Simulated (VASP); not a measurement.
Write the native input for VASP 6.6.1 that does the following.

```yaml
Task: single point
Functional: PBE
Potentials_or_basis: VASP PAW PBE potentials, release 64 (Sn_d, Se)
Cutoff: 520 eV
k_mesh: 6 × 6 × 2
Occupations: gaussian, width 0.01 eV
Spin: no spin polarisation
Dipole_correction: no
Further_INCAR_settings: ALGO = Normal; EDIFF = 1e-07; NBANDS = 20
```

The structure of SnSe2 lies in POSCAR:

```
SnSe2
1.0
    3.8251493298      0.0000000000      0.0000000000
   -1.9125746649      3.3126764929      0.0000000000
    0.0000000000      0.0000000000      6.1648082737
Sn Se
1 2
Direct
    0.0000000000      0.0000000000      0.0000000000
    0.3333333333      0.6666666667      0.2554203647
    0.6666666667      0.3333333333      0.7445796353
```

This cell differs from its parent crystal: uniaxial z strain -1.0%.

One way to write it, as run:

INCAR

```
PREC     = Accurate       # precision mode
ENCUT    = 520            # plane-wave cutoff, eV
EDIFF    = 1E-7           # SCF threshold, eV
ISMEAR   = 0              # smearing method
SIGMA    = 0.01           # smearing width, eV
LREAL    = False          # projectors in reciprocal space
LASPH    = True           # aspherical terms in the spheres
NELM     = 100            # most SCF steps
ALGO     = Normal         # electronic algorithm
ISIF     = 2              # what is computed and relaxed
LWAVE    = False          # write WAVECAR
LCHARG   = False          # write CHGCAR
GGA      = PE             # functional
NBANDS   = 20             # bands
```

KPOINTS

```
Automatic mesh
0
Gamma
  6 6 2
```

Potentials or basis: VASP PAW PBE potentials, release 64 (Sn_d, Se).

Run with:

```bash
$ cat potpaw_PBE.64/Sn_d/POTCAR potpaw_PBE.64/Se/POTCAR > POTCAR
$ mpirun -np 1 vasp_std > vasp.out
```

It gave:

```
Pressure               : 3.2 GPa
Largest force          : 0.261 eV/Å
Band gap on the k mesh : 0.81 eV, indirect (least direct gap 1.05 eV)
```

Caveat: the k points lie up to 0.51 Å⁻¹ apart; the cell differs from its parent crystal (uniaxial z strain -1.0%); spin-orbit coupling is left out, which moves the levels of the heavy elements; this functional lacks dispersion, which binds the layers, so the pressure and a relaxed spacing across them are unreliable.

Wall time 23 s on 1 thread of AMD EPYC 9R45 (Zen 5), on a shared host, peak memory 0.16 GiB.
